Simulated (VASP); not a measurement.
A run of VASP 6.6.1 is set up as follows.

INCAR

```
PREC = Accurate ; ENCUT = 520
EDIFF = 1E-6 ; ISMEAR = -1
SIGMA = 0.1 ; LREAL = F
LASPH = T ; NELM = 100
ALGO = Normal ; ISIF = 2
LWAVE = F ; LCHARG = F
NBANDS = 14
```

File KPOINTS:

```
Automatic mesh
0
Gamma
  9 9 9
```

The input POSCAR:

```
Na
1.0
    0.0000000000      3.6893687932      3.6893687932
    3.6893687932      0.0000000000      3.6893687932
    3.6893687932      3.6893687932      0.0000000000
Na
2
Direct
    0.1250000000      0.1250000000      0.1250000000
    0.8750000000      0.8750000000      0.8750000000
```

Potentials or basis: VASP PAW LDA potentials, release 64 (Na_pv).

Command:

```sh
$ cat potpaw_LDA.64/Na_pv/POTCAR > POTCAR
$ mpirun -np 1 vasp_std > vasp.out
```

(1) Estimate the pressure.

(2) Predict the band gap on the k mesh.

## Answers

(1) -0.1 GPa.

(2) zero (bands 7 and 8 overlap by 0.40 eV).
